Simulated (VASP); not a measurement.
# Li4Ru (I-43m) in VASP: further runs

The runs below take Li4Ru through single point, relaxation of cell and atoms, with PBE.

Program: VASP 6.6.1. These are calculated values, not measurements. Logs are shortened: lines on timing, memory, paths and dates and some standing lists are left out, and cuts for length are marked.

## (1) The cell of the first run

Symmetry: I-43m, No. 217, cubic system. Conventional cell: a = 5.275 Å, b = 5.275 Å, c = 5.275 Å, α = 90.00°, β = 90.00°, γ = 90.00°. Within 2.1 Å of Li (site symmetry 3m) lie 1 Ru at 1.60 Å. Within 2.1 Å of Ru (site symmetry -43m) lie 4 Li at 1.60 Å.

## (2) Single point, PBE

File INCAR:

```
  PREC = Accurate
  ENCUT = 520
  EDIFF = 1E-6
  ISMEAR = 0
  SIGMA = 0.1
  LREAL = F
  LASPH = T
  NELM = 60
  ALGO = Fast
  ISIF = 2
  LWAVE = F
  LCHARG = F
  GGA = PE
  NBANDS = 21
```

File KPOINTS:

```
Automatic mesh
0
Gamma
  6 6 6
```

File POSCAR:

```
Li4Ru
1.0
   -2.6374122700      2.6374122700      2.6374122700
    2.6374122700     -2.6374122700      2.6374122700
    2.6374122700      2.6374122700     -2.6374122700
Li Ru
4 1
Direct
    0.3495999900      0.3495999900      0.3495999900
    0.6504000100      0.0000000000      0.0000000000
    0.0000000000      0.0000000000      0.6504000100
    0.0000000000      0.6504000100      0.0000000000
    0.0000000000      0.0000000000      0.0000000000
```

Potentials or basis: VASP PAW PBE potentials, release 64 (Li_sv, Ru_pv).

Run with:

```sh
$ cat potpaw_PBE.64/Li_sv/POTCAR potpaw_PBE.64/Ru_pv/POTCAR > POTCAR
$ mpirun -np 1 vasp_std > vasp.out
```

OUTCAR:

```text
PREC = Accurate
   ENCUT = 520
   EDIFF = 1E-6
   ISMEAR = 0
   LREAL = F
   LASPH = T
   NELM = 60
   ISIF = 2
   GGA = PE

 ion  position               nearest neighbor table
   1  0.350  0.350  0.350-   5 1.60   5 2.97
   2  0.650  0.000  0.000-   5 1.60   5 2.97
   3  0.000  0.000  0.650-   5 1.60   5 2.97
   4  0.000  0.650  0.000-   5 1.60   5 2.97
   5  0.000  0.000  0.000-   1 1.60   2 1.60   3 1.60   4 1.60   4 2.97   3 2.97   2 2.97   1 2.97

  LATTYP: Found a body centered cubic cell.
 ALAT       =     5.2748245400

  Lattice vectors:

 A1 = (  -2.6374122700,   2.6374122700,   2.6374122700)
 A2 = (   2.6374122700,  -2.6374122700,   2.6374122700)
 A3 = (   2.6374122700,   2.6374122700,  -2.6374122700)

Analysis of symmetry for initial positions (statically):
=====================================================================
 Subroutine PRICEL returns:
 Original cell was already a primitive cell.

 Routine SETGRP: Setting up the symmetry group for a
 body centered cubic supercell.

 Subroutine GETGRP returns: Found 24 space group operations
 (whereof 24 operations were pure point group operations)
 out of a pool of 48 trial point group operations.

The static configuration has the point symmetry T_d .

Analysis of symmetry for dynamics (positions and initial velocities):
=====================================================================
 Subroutine PRICEL returns:
 Original cell was already a primitive cell.

 Routine SETGRP: Setting up the symmetry group for a
 body centered cubic supercell.

 Subroutine GETGRP returns: Found 24 space group operations
 (whereof 24 operations were pure point group operations)
 out of a pool of 48 trial point group operations.

The dynamic configuration has the point symmetry T_d .

 Subroutine INISYM returns: Found 24 space group operations
 (whereof 24 operations are pure point group operations),
 and found     1 'primitive' translations

----------------------------------------------------------------------------------------

                                     Primitive cell

  volume of cell :      73.3828

  direct lattice vectors                    reciprocal lattice vectors
    -2.637412270  2.637412270  2.637412270     0.000000000  0.189579766  0.189579766
     2.637412270 -2.637412270  2.637412270     0.189579766  0.000000000  0.189579766
     2.637412270  2.637412270 -2.637412270     0.189579766  0.189579766  0.000000000
[... 82 lines left out ...]
   LREAL  =      F    real-space projection
   EDIFFG = 0.1E-04   stopping-criterion for IOM
   NSW    =      0    number of steps for IOM
   IBRION =     -1    ionic relax: 0-MD 1-quasi-New 2-CG
   NFREE  =      0    steps in history (QN), initial steepest desc. (CG)
   ISIF   =      2    stress and relaxation
   ISYM   =      2    0-nonsym 1-usesym 2-fastsym
   POTIM  = 0.5000    time-step for ionic-motion
   TEBEG  =    0.0;   TEEND  =   0.0 temperature during run
   PSTRESS=    0.0 pullay stress
   NELECT =      26.0000    total number of electrons
   NUPDOWN=      -1.0000    fix difference up-down
   EMIN   =  10.00;   EMAX   =-10.00  energy-range for DOS
   EFERMI =   0.00;   METHOD = LEGACY
   ISMEAR =     0;   SIGMA  =   0.10  broadening in eV -4-tet -1-fermi 0-gaus
   EFERMI_NEDOS =   21; number of points for ismear=-14 and -15
   IALGO  =     68    algorithm
   IMIX   =      4    mixing-type and parameters
     AMIX     =   0.40;   BMIX     =  1.00
     AMIX_MAG =   1.60;   BMIX_MAG =  1.00
  volume/ion in A,a.u.               =      14.68        99.04
  Fermi-wavevector in a.u.,A,eV,Ry     =   1.158425  2.189106 18.258318  1.341949
  Thomas-Fermi vector in A             =   2.295027
   LORBIT       =      0    0 simple, 1 ext, 2 COOP (PROOUT), +10 PAW based schemes
   GGA     = PE    functional components
   LHFCALC =     F    Hartree Fock is set to
   AEXX    =    0.0000 exact exchange contribution
   IVDW    =     0    specifies the selected vdW correction
   LEPSILON=     F    determine dielectric tensor
   LRPA    =     F    only Hartree local field effects (RPA)
 non-spin polarized calculation
 RMM-DIIS sequential band-by-band and
 Gauss-broadening in eV      SIGMA  =   0.10
  energy-cutoff  :      520.00
  volume of cell :       73.38
 maximum number of plane-waves:      2006
 NGX is ok and might be reduce to    36
   NGX = 17   NGY = 17   NGZ = 17

 number of electron      25.9999987 magnetization

 Free energy of the ion-electron system (eV)
  ---------------------------------------------------
  ext. energy  EPLUGINS =         0.00000000
  ---------------------------------------------------
  free energy    TOTEN  =        -3.66350615 eV

  energy without entropy =       -3.66236756  energy(sigma->0) =       -3.66293685

 E-fermi :   3.1086     XC(G=0):  -8.5405

 val. band max:        2.9186884704   @ k =   0.5000   0.5000   0.3333
 cond. band min:       3.1602807192   @ k =   0.5000   0.5000   0.5000
 fundamental gap:      0.2415922488
 Fermi energy:         3.1086177475

 k-point     1 :       0.0000    0.0000    0.0000
  band No.  band energies     occupation
      1     -44.7019      2.00000
      2     -44.7019      2.00000
      3     -44.7019      2.00000
      4     -44.1025      2.00000
      5     -38.3760      2.00000
      6     -38.3760      2.00000
[... 373 lines left out ...]
     20      12.4527      0.00000
     21      16.7423      0.00000

------------------------ aborting loop because EDIFF is reached ----------------------------------------

  FORCE on cell =-STRESS in cart. coord.  units (eV):
  Direction    XX          YY          ZZ          XY          YZ          ZX
  --------------------------------------------------------------------------------------
  -------------------------------------------------------------------------------------
  Total       21.9033790     21.9033790     21.9033790     -0.0000000     -0.0000000     -0.0000000
  in kB      478.2198982    478.2198982    478.2198982     -0.0000000     -0.0000000     -0.0000000
  external PRESSURE =     478.2198982 kB  Pullay stress =       0.0000000 kB

 VOLUME and BASIS-vectors are now :
 -----------------------------------------------------------------------------
  energy-cutoff  :      520.00
  volume of cell :       73.38
      direct lattice vectors                 reciprocal lattice vectors
    -2.637412270  2.637412270  2.637412270     0.000000000  0.189579766  0.189579766
     2.637412270 -2.637412270  2.637412270     0.189579766  0.000000000  0.189579766
     2.637412270  2.637412270 -2.637412270     0.189579766  0.189579766  0.000000000

 POSITION                                       TOTAL-FORCE (eV/Angst)
 -----------------------------------------------------------------------------------
      0.92204      0.92204      0.92204         6.149457      6.149457      6.149457
     -1.71537      1.71537      1.71537         6.149457     -6.149457     -6.149457
      1.71537      1.71537     -1.71537        -6.149457     -6.149457      6.149457
      1.71537     -1.71537      1.71537        -6.149457      6.149457     -6.149457
      0.00000      0.00000      0.00000         0.000000     -0.000000     -0.000000
 -----------------------------------------------------------------------------------
    total drift:                                0.000006      0.000006      0.000006

  FREE ENERGIE OF THE ION-ELECTRON SYSTEM (eV)
  ---------------------------------------------------
  free  energy   TOTEN  =        -3.6635061525 eV

  energy  without entropy=       -3.6623675569  energy(sigma->0) =       -3.66293685
```

OSZICAR:

```text
N       E                     dE             d eps       ncg     rms          rms(c)
DAV:   1     0.217233417520E+03    0.21723E+03   -0.13779E+04   760   0.132E+03
DAV:   2     0.132202360323E+02   -0.20401E+03   -0.19865E+03   700   0.365E+02
DAV:   3    -0.722573644424E+01   -0.20446E+02   -0.20248E+02  1314   0.702E+01
DAV:   4    -0.795913026844E+01   -0.73339E+00   -0.73221E+00   819   0.225E+01
[... 32 lines left out ...]
RMM:  37    -0.366350155050E+01   -0.15307E-05   -0.17584E-05   728   0.134E-02    0.896E-03
RMM:  38    -0.366350319729E+01   -0.16468E-05   -0.18272E-05   654   0.115E-02    0.946E-03
RMM:  39    -0.366350429351E+01   -0.10962E-05   -0.12845E-05   660   0.101E-02    0.967E-03
RMM:  40    -0.366350542505E+01   -0.11315E-05   -0.12865E-05   637   0.887E-03    0.978E-03
RMM:  41    -0.366350615247E+01   -0.72742E-06   -0.89049E-06   621   0.827E-03
   1 F= -.36635062E+01 E0= -.36629369E+01  d E =-.113860E-02
```

stdout:

```text
POSCAR found type information on POSCAR LiRu
 POSCAR found :  2 types and       5 ions
 scaLAPACK will be used
 LDA part: xc-table for (Slater+PW92), standard interpolation
 POSCAR, INCAR and KPOINTS ok, starting setup
 FFT: planning ... GRIDC
 FFT: planning ... GRID_SOFT
 FFT: planning ... GRID
 WAVECAR not read
 entering main loop
WARNING in EDDRMM: call to ZHEGV failed, returncode =   6  3     10
WARNING in EDDRMM: call to ZHEGV failed, returncode =   8  4     11
WARNING in EDDRMM: call to ZHEGV failed, returncode =   8  4     18
WARNING in EDDRMM: call to ZHEGV failed, returncode =   6  3     15
```

Wall time 57 s (1 thread of AMD EPYC 9R45 (Zen 5), shared host); peak memory 0.18 GiB.

Results:

```yaml
Free_energy: -3.6635 eV
Largest_force: 10.651 eV/Å
```

Forces on the atoms (eV/Å):
```
Li   6.149  6.149  6.149
Li   6.149 -6.149 -6.149
Li  -6.149 -6.149  6.149
Li  -6.149  6.149 -6.149
Ru   0.000  0.000  0.000
```

Levels at points of the mesh, in eV from the Fermi level:
```tsv
k point	band 10	band 11	band 12	band 13	band 14	band 15	band 16	band 17
(0.00, 0.00, 0.00)	-2.57	-1.56	-1.56	-1.56	3.91	3.91	3.91	4.37
(0.50, 0.00, 0.00)	-2.62	-2.01	-1.79	-1.06	0.08	2.47	3.39	4.27
(0.50, 0.50, 0.50)	-2.48	-2.48	-2.48	0.05	2.84	2.84	2.84	2.84
```

Caveat: the cutoff is under 1.25 times the usual one of these potentials, so pressure, stress and relaxed cells hold a basis-set (Pulay) error; forces of over 1 eV/Å act on the atoms, so gaps and moduli don't describe the material at rest.

[end of part 1 of 2]
